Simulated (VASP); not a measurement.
WS2: single point with LDA

The system is WS2.

```
W S
1.0
     1.55223    0.89618    6.05885
    -1.55223    0.89618    6.05885
     0.00000   -1.79236    6.05885
W S
1 2
Direct
  0.00000 0.00000 0.00000
  0.24970 0.24970 0.24970
  0.41900 0.41900 0.41900
```

```
Program                : VASP 6.6.1
Task                   : single point
Functional             : LDA
Potentials or basis    : VASP PAW LDA potentials, release 64 (W_sv, S)
Cutoff                 : 520 eV
k mesh                 : 11 × 11 × 11
Occupations            : fermi-dirac, width 0.1 eV
Spin                   : no spin polarisation
Dipole correction      : no
Further INCAR settings : ALGO = Normal; EDIFF = 1e-06; NBANDS = 20
```

```
Pressure               : 6.1 GPa
Largest force          : 1.068 eV/Å
Band gap on the k mesh : 0.90 eV (least direct gap 2.26 eV)
```

Forces on the atoms (eV/Å):
```
W    0.000  0.000  0.662
S    0.000  0.000 -1.068
S    0.000  0.000  0.406
```

Stress tensor (GPa, compression positive):
```
5.65 0.00 0.00
0.00 5.65 0.00
0.00 0.00 6.99
```

Levels at points of the mesh, in eV from the valence-band top:
| k point | band 9 | band 10 | band 11 | band 12 | band 13 | band 14 | band 15 | band 16 | band 17 | band 18 |
| --- | --- | --- | --- | --- | --- | --- | --- | --- | --- | --- |
| (0.00, 0.00, 0.00) | -3.79 | -2.44 | -2.44 | -1.63 | -1.39 | 2.24 | 2.24 | 2.69 | 2.69 | 4.88 |

It took 5.6 min on 1 thread of AMD EPYC 9R45 96-Core Processor (Zen 5), with other jobs on the host, peak memory 0.31 GiB.

Caveat: the cell stands under pressure; spin-orbit coupling is left out, which moves the levels of the heavy elements; forces of over 1 eV/Å act on the atoms, so gaps and moduli don't describe the material at rest. LDA gaps usually lie below the measured ones, often by a third to a half.
